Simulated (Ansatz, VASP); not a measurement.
**B in VASP and in Ansatz**

File INCAR:

```
SYSTEM = B
ALGO = Normal ; EDIFF = 1E-6
ENCUT = 500 ; GGA = PS
GGA_COMPAT = .FALSE. ; ISIF = 2
ISMEAR = 1 ; LASPH = .TRUE.
LCHARG = .FALSE. ; LREAL = .FALSE.
LWAVE = .FALSE. ; NBANDS = 8
NELM = 120 ; PREC = Accurate
SIGMA = 0.1
```

File KPOINTS:

```
k-points
0
G
  23 23 10
  0 0 0
```

Contents of POSCAR:

```
B
1.0
    1.7024300000      0.0000000000      0.0000000000
   -0.8512200000      1.4743500000      0.0000000000
    0.0000000000      0.0000000000      3.6233019333
B
1
Direct
    0.0000000000      0.0000000000      0.0000000000
```

Input for Ansatz:

```yaml
crystal:
  lattice:
    - [1.70243, 0.0, 0.0]
    - [-0.85122, 1.47435, 0.0]
    - [0.0, 0.0, 3.6233019333333334]
  atoms:
    - { symbol: B, position: [0.0, 0.0, 0.0] }
basis:
  ecutwfc: 550.0
kpoints:
  mp_grid:
    grid: [23, 23, 10]
hamiltonian:
  xc: pbesol
scf:
  occupations:
    method: cold
output:
  stress: true
```

Alike in both runs: task single point; functional PBEsol; k mesh 23 × 23 × 10; no spin polarisation.

|  | VASP | Ansatz |
| --- | --- | --- |
| version | VASP 6.6.1 | Ansatz 0.2.0 |
| potentials or method | VASP PAW PBE potentials, release 64 (B), cutoff 500 eV | plane waves, PAW |
| occupations | methfessel-paxton of order 1, width 0.1 eV | cold |
| valence electrons in the cell | 3 | 3 |

|  | VASP | Ansatz | Ansatz less VASP |
| --- | --- | --- | --- |
| pressure (GPa) | 1.4 | 1.2 | -0.25 |
| traceless stress, the component that is largest in VASP (GPa) | -2.20 | -1.86 | +0.342 |

VASP's potentials were made for PBE, not for PBEsol. Ansatz's warnings: structure snapped to symmetry.
